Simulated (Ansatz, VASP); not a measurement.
**SiC: VASP beside Ansatz**

File POSCAR:

```
SiC
1.0
    3.0760000000      0.0000000000      0.0000000000
   -1.5380000000      2.6638941420      0.0000000000
    0.0000000000      0.0000000000      5.0480000000
Si C
2 2
Direct
    0.6666666667      0.3333333333      0.5000000000
    0.3333333333      0.6666666667      0.0000000000
    0.6666666667      0.3333333333      0.8850000000
    0.3333333333      0.6666666667      0.3850000000
```

Contents of INCAR.step1:

```
ALGO = Normal ; EDIFF = 1E-5
ENCUT = 520 ; GGA = PE
ISIF = 2 ; ISMEAR = -1
LASPH = True ; LREAL = False
LWAVE = True ; NBANDS = 16
NELM = 60 ; PREC = Accurate
SIGMA = 0.05
```

File INCAR.step2:

```
AEXX = 0.25 ; ALGO = Normal
EDIFF = 1E-6 ; ENCUT = 520
GGA = PE ; HFSCREEN = 0.1
ISIF = 2 ; ISMEAR = -1
ISTART = 1 ; LASPH = True
LCHARG = True ; LELF = True
LHFCALC = True ; LREAL = False
LVHAR = True ; LWAVE = False
NBANDS = 16 ; NELM = 60
PREC = Accurate ; PRECFOCK = Normal
SIGMA = 0.05
```

KPOINTS

```
k-points
0
Gamma
  5 5 3
```

The input input.yaml:

```yaml
crystal:
  lattice:
    - [3.076, 0.0, 0.0]
    - [-1.538, 2.663894142, 0.0]
    - [0.0, 0.0, 5.048]
  atoms:
    - { symbol: Si, position: [0.6666666667, 0.3333333333, 0.5] }
    - { symbol: Si, position: [0.3333333333, 0.6666666667, 0.0] }
    - { symbol: C, position: [0.6666666667, 0.3333333333, 0.885] }
    - { symbol: C, position: [0.3333333333, 0.6666666667, 0.385] }
hamiltonian:
  xc: { exchange: pbe, correlation: pbe, exx: { coeff: 0.25, omega: 0.1 } }
  pseudopotentials: { kind: paw }
kpoints:
  mp_grid: { grid: [5, 5, 3] }
scf:
  occupations: { method: fermi_dirac, width: 0.05 }
output:
  forces: true
  stress: true
  eigenvalues: true
  write_density: true
  write_potential: true
  elf: true
  volumetric_format: npy
```

Alike in both runs: task single point; functional PBE-based screened hybrid; k mesh 5 × 5 × 3; occupations fermi-dirac, width 0.05 eV; no spin polarisation.

|  | VASP | Ansatz |
| --- | --- | --- |
| version | VASP 6.6.1 | Ansatz 0.2.0 |
| potentials or method | VASP PAW PBE potentials, release 64 (Si, C) | Ansatz PAW |
| plane-wave cutoff (eV) | 520 | 420 |
| valence electrons in the cell | 16 | 16 |

Ansatz gave:

* gap on the k mesh at the Fermi level (eV): 4.09
* least direct gap on the mesh (eV): 5.64
* pressure (GPa): -1.2
* traceless stress, the component that is largest in VASP (GPa): -3.39
* rms of the force components (eV/Å): 0.440

What did VASP give for the same quantities?

gap on the k mesh at the Fermi level (eV): 4.11; least direct gap on the mesh (eV): 5.66; pressure (GPa): -1.7; traceless stress, the component that is largest in VASP (GPa): -3.31; rms of the force components (eV/Å): 0.440.

VASP's potentials were made for PBE, not for PBE-based screened hybrid. Atom by atom the forces differ by 0.000 eV/Å (rms over components). The functional is the same, so the differences come from potentials, cutoffs and numerics.

The k mesh is coarse, so the values compare programs but aren't converged. Noted on Ansatz's run: odd divisions of the mesh miss points on the zone boundary, where band edges often lie, so the gap on the mesh can be too wide.
